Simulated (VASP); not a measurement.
# InSb (Fm-3m) in VASP: notebook

Runs on InSb. Level: PBE. Tasks: single point.

Program: VASP 6.6.1. These are calculated values, not measurements. Logs are shortened: lines on timing, memory, paths and dates and some standing lists are left out, and cuts for length are marked.

### 1 The cell of the first run

It takes space group Fm-3m (No. 225, cubic). The conventional cell has a = 5.982 Å, b = 5.982 Å, c = 5.982 Å, α = 90.00°, β = 90.00°, γ = 90.00°. In (site symmetry m-3m) has 6 Sb at 2.99 Å within 3.9 Å. Sb (site symmetry m-3m) has 6 In at 2.99 Å within 3.9 Å.

### 2 Single point, PBE (26.75 Å³/atom)

The input, INCAR:

```
PREC = Accurate ; ENCUT = 520
EDIFF = 1E-6 ; ISMEAR = 0
SIGMA = 0.15 ; LREAL = F
LASPH = T ; NELM = 80
ALGO = Normal ; ISIF = 2
LWAVE = F ; LCHARG = F
GGA = PE ; NBANDS = 16
```

The input, KPOINTS:

```
Automatic mesh
0
Gamma
  14 14 14
```

The input, POSCAR:

```
InSb
1.0
    0.0000000000      2.9908983404      2.9908983404
    2.9908983404      0.0000000000      2.9908983404
    2.9908983404      2.9908983404      0.0000000000
In Sb
1 1
Direct
    0.0000000000      0.0000000000      0.0000000000
    0.5000000000      0.5000000000      0.5000000000
```

Potentials or basis: VASP PAW PBE potentials, release 64 (In_d, Sb).

Command:

```console
$ cat potpaw_PBE.64/In_d/POTCAR potpaw_PBE.64/Sb/POTCAR > POTCAR
$ mpirun -np 1 vasp_std > vasp.out
```

OUTCAR:

```text
PREC = Accurate
   ENCUT = 520
   EDIFF = 1E-6
   ISMEAR = 0
   LREAL = F
   LASPH = T
   NELM = 80
   ISIF = 2
   GGA = PE

 ion  position               nearest neighbor table
   1  0.000  0.000  0.000-   2 2.99   2 2.99   2 2.99   2 2.99   2 2.99   2 2.99
   2  0.500  0.500  0.500-   1 2.99   1 2.99   1 2.99   1 2.99   1 2.99   1 2.99

  LATTYP: Found a face centered cubic cell.
 ALAT       =     5.9817966808

  Lattice vectors:

 A1 = (   0.0000000000,   2.9908983404,   2.9908983404)
 A2 = (   2.9908983404,   0.0000000000,   2.9908983404)
 A3 = (   2.9908983404,   2.9908983404,   0.0000000000)

Analysis of symmetry for initial positions (statically):
=====================================================================
 Subroutine PRICEL returns:
 Original cell was already a primitive cell.

 Routine SETGRP: Setting up the symmetry group for a
 face centered cubic supercell.

 Subroutine GETGRP returns: Found 48 space group operations
 (whereof 48 operations were pure point group operations)
 out of a pool of 48 trial point group operations.

The static configuration has the point symmetry O_h .

Analysis of symmetry for dynamics (positions and initial velocities):
=====================================================================
 Subroutine PRICEL returns:
 Original cell was already a primitive cell.

 Routine SETGRP: Setting up the symmetry group for a
 face centered cubic supercell.

 Subroutine GETGRP returns: Found 48 space group operations
 (whereof 48 operations were pure point group operations)
 out of a pool of 48 trial point group operations.

The dynamic configuration has the point symmetry O_h .

 Subroutine INISYM returns: Found 48 space group operations
 (whereof 48 operations are pure point group operations),
 and found     1 'primitive' translations

----------------------------------------------------------------------------------------

                                     Primitive cell

  volume of cell :      53.5100

  direct lattice vectors                    reciprocal lattice vectors
     0.000000000  2.990898340  2.990898340    -0.167173853  0.167173853  0.167173853
     2.990898340  0.000000000  2.990898340     0.167173853 -0.167173853  0.167173853
     2.990898340  2.990898340  0.000000000     0.167173853  0.167173853 -0.167173853

  length of vectors
     4.229768997  4.229768997  4.229768997     0.289553607  0.289553607  0.289553607

  position of ions in fractional coordinates (direct lattice)
     0.000000000  0.000000000  0.000000000
     0.500000000  0.500000000  0.500000000

  ion indices of the primitive-cell ions
   primitive index   ion index
                 1           1
                 2           2

----------------------------------------------------------------------------------------

 KPOINTS: Automatic mesh

Automatic generation of k-mesh.
 Grid dimensions read from file:
 generate k-points for:   14   14   14

 Generating k-lattice:

  Cartesian coordinates                     Fractional coordinates (reciprocal lattice)
    -0.011940990  0.011940990  0.011940990     0.071428571  0.000000000  0.000000000
     0.011940990 -0.011940990  0.011940990     0.000000000  0.071428571  0.000000000
     0.011940990  0.011940990 -0.011940990     0.000000000  0.000000000  0.071428571

  Length of vectors
     0.020682401  0.020682401  0.020682401

  Shift w.r.t. Gamma in fractional coordinates (k-lattice)
     0.000000000  0.000000000  0.000000000

 Subroutine IBZKPT returns following result:
 ===========================================

 Found    104 irreducible k-points:

 Following reciprocal coordinates:
            Coordinates               Weight
  0.000000  0.000000  0.000000      1.000000
  0.071429  0.000000  0.000000      8.000000
  0.142857  0.000000  0.000000      8.000000
  0.214286  0.000000  0.000000      8.000000
  0.285714  0.000000  0.000000      8.000000
  0.357143  0.000000  0.000000      8.000000
[... 16 lines left out ...]
  0.214286  0.142857  0.000000     24.000000
  0.285714  0.142857  0.000000     24.000000
 [... further k-points ...]
   k-points           NKPTS =    104   k-points in BZ     NKDIM =    104   number of bands    NBANDS=     16
   number of dos      NEDOS =    301   number of ions     NIONS =      2
   total plane-waves  NPLWV =  32768
   dimension x,y,z NGX =    32 NGY =   32 NGZ =   32
   dimension x,y,z NGXF=    64 NGYF=   64 NGZF=   64
   ions per type =               1   1
   NGX,Y,Z   is equivalent  to a cutoff of  12.58, 12.58, 12.58 a.u.
   NGXF,Y,Z  is equivalent  to a cutoff of  25.15, 25.15, 25.15 a.u.
 SYSTEM =  unknown system
   PREC   = accura    normal or accurate (medium, high low for compatibility)
   ISTART =      0    job   : 0-new  1-cont  2-samecut
   ICHARG =      2    charge: 1-file 2-atom 10-const
   ISPIN  =      1    spin polarized calculation?
   LNONCOLLINEAR =      F non collinear calculations
   LSORBIT =      F    spin-orbit coupling
   LASPH  =      T    aspherical Exc in radial PAW
   ENCUT  =  520.0 eV  38.22 Ry    6.18 a.u.   7.86  7.86  7.86*2*pi/ulx,y,z
   NELM   =     80;   NELMIN=  2; NELMDL= -5     # of ELM steps
   EDIFF  = 0.1E-05   stopping-criterion for ELM
   LREAL  =      F    real-space projection
   EDIFFG = 0.1E-04   stopping-criterion for IOM
   NSW    =      0    number of steps for IOM
   IBRION =     -1    ionic relax: 0-MD 1-quasi-New 2-CG
   NFREE  =      0    steps in history (QN), initial steepest desc. (CG)
   ISIF   =      2    stress and relaxation
   ISYM   =      2    0-nonsym 1-usesym 2-fastsym
   POTIM  = 0.5000    time-step for ionic-motion
   TEBEG  =    0.0;   TEEND  =   0.0 temperature during run
   PSTRESS=    0.0 pullay stress
   NELECT =      18.0000    total number of electrons
   NUPDOWN=      -1.0000    fix difference up-down
   EMIN   =  10.00;   EMAX   =-10.00  energy-range for DOS
   EFERMI =   0.00;   METHOD = LEGACY
   ISMEAR =     0;   SIGMA  =   0.15  broadening in eV -4-tet -1-fermi 0-gaus
   EFERMI_NEDOS =   21; number of points for ismear=-14 and -15
   IALGO  =     38    algorithm
   IMIX   =      4    mixing-type and parameters
     AMIX     =   0.40;   BMIX     =  1.00
     AMIX_MAG =   1.60;   BMIX_MAG =  1.00
  volume/ion in A,a.u.               =      26.75       180.55
  Fermi-wavevector in a.u.,A,eV,Ry     =   1.138555  2.151557 17.637334  1.296307
  Thomas-Fermi vector in A             =   2.275259
   LORBIT       =      0    0 simple, 1 ext, 2 COOP (PROOUT), +10 PAW based schemes
   GGA     = PE    functional components
   LHFCALC =     F    Hartree Fock is set to
   AEXX    =    0.0000 exact exchange contribution
   IVDW    =     0    specifies the selected vdW correction
   LEPSILON=     F    determine dielectric tensor
   LRPA    =     F    only Hartree local field effects (RPA)
 non-spin polarized calculation
 Gauss-broadening in eV      SIGMA  =   0.15
  energy-cutoff  :      520.00
  volume of cell :       53.51
 maximum number of plane-waves:      1464
   NGX = 15   NGY = 15   NGZ = 15

 number of electron      18.0000001 magnetization

 Free energy of the ion-electron system (eV)
  ---------------------------------------------------
  ext. energy  EPLUGINS =         0.00000000
  ---------------------------------------------------
  free energy    TOTEN  =        -6.60124159 eV

  energy without entropy =       -6.58379386  energy(sigma->0) =       -6.59251773

 E-fermi :   7.5683     XC(G=0): -10.0779

 val. band max:        7.5651141265   @ k =  -0.4286   0.3571   0.0714
 cond. band min:       7.5755194361   @ k =  -0.2857   0.2143   0.0000
 fundamental gap:      0.0104053096
 Fermi energy:         7.5682680115

 k-point     1 :       0.0000    0.0000    0.0000
  band No.  band energies     occupation
      1      -6.9554      2.00000
      2      -6.9554      2.00000
      3      -6.9208      2.00000
      4      -6.9208      2.00000
      5      -6.9208      2.00000
      6      -3.8922      2.00000
[... 8 lines left out ...]
     15      13.8756      0.00000
     16      13.8756      0.00000

 k-point     2 :       0.0714    0.0000    0.0000
  band No.  band energies     occupation
      1      -6.9572      2.00000
      2      -6.9572      2.00000
      3      -6.9209      2.00000
      4      -6.9194      2.00000
      5      -6.9194      2.00000
      6      -3.8329      2.00000
[... 8 lines left out ...]
     15      13.9574      0.00000
     16      13.9574      0.00000

 k-point     3 :       0.1429    0.0000    0.0000
  band No.  band energies     occupation
      1      -6.9626      2.00000
      2      -6.9626      2.00000
      3      -6.9212      2.00000
      4      -6.9149      2.00000
      5      -6.9149      2.00000
      6      -3.6562      2.00000
[... 8 lines left out ...]
     15      14.2947      0.00000
     16      14.2947      0.00000

 k-point     4 :       0.2143    0.0000    0.0000
  band No.  band energies     occupation
      1      -6.9711      2.00000
      2      -6.9711      2.00000
      3      -6.9219      2.00000
      4      -6.9078      2.00000
      5      -6.9078      2.00000
      6      -3.3670      2.00000
[... 8 lines left out ...]
     15      14.8422      0.00000
     16      14.8422      0.00000
[... 324 lines left out ...]
 k-point    22 :       0.1429    0.1429    0.0000
  band No.  band energies     occupation
      1      -6.9801      2.00000
      2      -6.9509      2.00000
      3      -6.9257      2.00000
      4      -6.9113      2.00000
      5      -6.9113      2.00000
      6      -3.5724      2.00000
[... 8 lines left out ...]
     15      15.3118      0.00000
     16      15.3118      0.00000

 k-point    23 :       0.2143    0.1429    0.0000
  band No.  band energies     occupation
      1      -6.9935      2.00000
      2      -6.9516      2.00000
      3      -6.9272      2.00000
      4      -6.9065      2.00000
      5      -6.9051      2.00000
      6      -3.3541      2.00000
[... 8 lines left out ...]
     15      15.7126      0.00000
     16      15.8047      0.00000

 k-point    24 :       0.2857    0.1429    0.0000
  band No.  band energies     occupation
      1      -7.0065      2.00000
      2      -6.9575      2.00000
      3      -6.9269      2.00000
      4      -6.9018      2.00000
      5      -6.8969      2.00000
      6      -3.0273      2.00000
[... 8 lines left out ...]
     15      16.2304      0.00000
     16      16.4436      0.00000

 [... further k-points ...]

------------------------ aborting loop because EDIFF is reached ----------------------------------------

  FORCE on cell =-STRESS in cart. coord.  units (eV):
  Direction    XX          YY          ZZ          XY          YZ          ZX
  --------------------------------------------------------------------------------------
  -------------------------------------------------------------------------------------
  Total        1.5956544      1.5956544      1.5956544     -0.0000000     -0.0000000     -0.0000000
  in kB       47.7765144     47.7765144     47.7765144     -0.0000000     -0.0000000     -0.0000000
  external PRESSURE =      47.7765144 kB  Pullay stress =       0.0000000 kB

 VOLUME and BASIS-vectors are now :
 -----------------------------------------------------------------------------
  energy-cutoff  :      520.00
  volume of cell :       53.51
      direct lattice vectors                 reciprocal lattice vectors
     0.000000000  2.990898340  2.990898340    -0.167173853  0.167173853  0.167173853
     2.990898340  0.000000000  2.990898340     0.167173853 -0.167173853  0.167173853
     2.990898340  2.990898340  0.000000000     0.167173853  0.167173853 -0.167173853

 POSITION                                       TOTAL-FORCE (eV/Angst)
 -----------------------------------------------------------------------------------
      0.00000      0.00000      0.00000         0.000000     -0.000000      0.000000
      2.99090      2.99090      2.99090         0.000000      0.000000     -0.000000
 -----------------------------------------------------------------------------------
    total drift:                                0.000000     -0.000000     -0.000000

  FREE ENERGIE OF THE ION-ELECTRON SYSTEM (eV)
  ---------------------------------------------------
  free  energy   TOTEN  =        -6.6012415907 eV

  energy  without entropy=       -6.5837938594  energy(sigma->0) =       -6.59251773
```

Run time: 53 s. Hardware: 1 thread of AMD EPYC 7R13 (Zen 3), shared host; peak memory 0.21 GiB.

What came out:

```
Free energy            : -6.6012 eV
Pressure               : 4.8 GPa
Band gap on the k mesh : zero (bands 9 and 10 overlap by 2.98 eV)
```

Caveat: the cell stands under pressure; spin-orbit coupling is left out, which moves the levels of the heavy elements.

### 3 Single point, PBE (27.53 Å³/atom)

This run uses another cell than the first one, of 27.53 Å³/atom.

The input, INCAR:

```
SYSTEM = InSb
PREC     = Accurate       ! precision mode
ENCUT    = 520            ! plane-wave cutoff, eV
EDIFF    = 1E-6           ! SCF threshold, eV
ISMEAR   = 0              ! smearing method
SIGMA    = 0.15           ! smearing width, eV
LREAL    = .False.        ! projectors in reciprocal space
LASPH    = .True.         ! aspherical terms in the spheres
NELM     = 60             ! most SCF steps
ALGO     = Normal         ! electronic algorithm
ISIF     = 2              ! what is computed and relaxed
LWAVE    = .False.        ! write WAVECAR
LCHARG   = .False.        ! write CHGCAR
GGA      = PE             ! functional
NBANDS   = 16             ! bands
```

The input, KPOINTS:

```
Automatic mesh
0
Gamma
  14 14 14
  0 0 0
```

The input, POSCAR:

```
InSb
1.0
    0.0000000000      3.0195025715      3.0195025715
    3.0195025715      0.0000000000      3.0195025715
    3.0195025715      3.0195025715      0.0000000000
In Sb
1 1
Direct
    0.0000000000      0.0000000000      0.0000000000
    0.5000000000      0.5000000000      0.5000000000
```

Potentials or basis: VASP PAW PBE potentials, release 64 (In_d, Sb).

Command:

```console
$ cat potpaw_PBE.64/In_d/POTCAR potpaw_PBE.64/Sb/POTCAR > POTCAR
$ mpirun -np 1 vasp_std > vasp.out
```

OUTCAR:

```text
SYSTEM = InSb
   PREC = Accurate
   ENCUT = 520
   EDIFF = 1E-6
   ISMEAR = 0
   LREAL = .False.
   LASPH = .True.
   NELM = 60
   ISIF = 2
   GGA = PE

 ion  position               nearest neighbor table
   1  0.000  0.000  0.000-   2 3.02   2 3.02   2 3.02   2 3.02   2 3.02   2 3.02
   2  0.500  0.500  0.500-   1 3.02   1 3.02   1 3.02   1 3.02   1 3.02   1 3.02

  LATTYP: Found a face centered cubic cell.
 ALAT       =     6.0390051430

  Lattice vectors:

 A1 = (   0.0000000000,   3.0195025715,   3.0195025715)
 A2 = (   3.0195025715,   0.0000000000,   3.0195025715)
 A3 = (   3.0195025715,   3.0195025715,   0.0000000000)

Analysis of symmetry for initial positions (statically):
=====================================================================
 Subroutine PRICEL returns:
 Original cell was already a primitive cell.

 Routine SETGRP: Setting up the symmetry group for a
 face centered cubic supercell.

 Subroutine GETGRP returns: Found 48 space group operations
 (whereof 48 operations were pure point group operations)
 out of a pool of 48 trial point group operations.

The static configuration has the point symmetry O_h .

Analysis of symmetry for dynamics (positions and initial velocities):
=====================================================================
[... 163 lines left out ...]
 Fermi energy:         7.2117466911

 k-point     1 :       0.0000    0.0000    0.0000
  band No.  band energies     occupation
      1      -7.2644      2.00000
      2      -7.2644      2.00000
      3      -7.2319      2.00000
      4      -7.2319      2.00000
      5      -7.2319      2.00000
      6      -4.0424      2.00000
[... 433 lines left out ...]
      3      -7.2372      2.00000
      4      -7.2146      2.00000
      5      -7.2102      2.00000
      6      -3.2096      2.00000
[... 8 lines left out ...]
     15      15.8000      0.00000
     16      16.0168      0.00000

 [... further k-points ...]

------------------------ aborting loop because EDIFF is reached ----------------------------------------

  FORCE on cell =-STRESS in cart. coord.  units (eV):
  Direction    XX          YY          ZZ          XY          YZ          ZX
  --------------------------------------------------------------------------------------
  -------------------------------------------------------------------------------------
  Total        0.9994705      0.9994705      0.9994705     -0.0000000     -0.0000000     -0.0000000
  in kB       29.0833443     29.0833443     29.0833443     -0.0000000     -0.0000000     -0.0000000
  external PRESSURE =      29.0833443 kB  Pullay stress =       0.0000000 kB

 VOLUME and BASIS-vectors are now :
 -----------------------------------------------------------------------------
  energy-cutoff  :      520.00
  volume of cell :       55.06
      direct lattice vectors                 reciprocal lattice vectors
     0.000000000  3.019502571  3.019502571    -0.165590189  0.165590189  0.165590189
     3.019502571  0.000000000  3.019502571     0.165590189 -0.165590189  0.165590189
     3.019502571  3.019502571  0.000000000     0.165590189  0.165590189 -0.165590189

 POSITION                                       TOTAL-FORCE (eV/Angst)
 -----------------------------------------------------------------------------------
      0.00000      0.00000      0.00000         0.000000      0.000000     -0.000000
      3.01950      3.01950      3.01950         0.000000     -0.000000      0.000000
 -----------------------------------------------------------------------------------
    total drift:                                0.000000     -0.000000     -0.000000

  FREE ENERGIE OF THE ION-ELECTRON SYSTEM (eV)
  ---------------------------------------------------
  free  energy   TOTEN  =        -6.6385819941 eV

  energy  without entropy=       -6.6208410156  energy(sigma->0) =       -6.62971150
```

OSZICAR:

```text
N       E                     dE             d eps       ncg     rms          rms(c)
DAV:   1     0.109812328653E+03    0.10981E+03   -0.80376E+03  3328   0.120E+03
DAV:   2    -0.354931197911E+00   -0.11017E+03   -0.10633E+03  3880   0.287E+02
DAV:   3    -0.652697880073E+01   -0.61720E+01   -0.61129E+01  4192   0.674E+01
DAV:   4    -0.668729127741E+01   -0.16031E+00   -0.16026E+00  4216   0.119E+01
DAV:   5    -0.669485700128E+01   -0.75657E-02   -0.75656E-02  4768   0.214E+00    0.354E+00
DAV:   6    -0.663985244684E+01    0.55005E-01   -0.11204E-01  4464   0.560E+00    0.197E+00
DAV:   7    -0.663823910447E+01    0.16133E-02   -0.24892E-02  4968   0.190E+00    0.580E-01
DAV:   8    -0.663847565727E+01   -0.23655E-03   -0.24108E-03  4232   0.629E-01    0.135E-01
DAV:   9    -0.663857619261E+01   -0.10054E-03   -0.17776E-04  4416   0.134E-01    0.539E-02
DAV:  10    -0.663857883654E+01   -0.26439E-05   -0.10091E-05  4240   0.247E-02    0.115E-02
DAV:  11    -0.663858193641E+01   -0.30999E-05   -0.33450E-06  4064   0.164E-02    0.717E-03
DAV:  12    -0.663858199415E+01   -0.57740E-07   -0.91756E-08  2344   0.291E-03
   1 F= -.66385820E+01 E0= -.66297115E+01  d E =-.177410E-01
```

Run time: 54 s. Hardware: 1 thread of AMD EPYC 7R13 (Zen 3), shared host; peak memory 0.21 GiB.

What came out:

- Free energy: -6.6386 eV
- Pressure: 2.9 GPa
- Band gap on the k mesh: zero (bands 9 and 10 overlap by 2.87 eV)

Caveat: spin-orbit coupling is left out, which moves the levels of the heavy elements.

(Continued in part 2 of 2.)
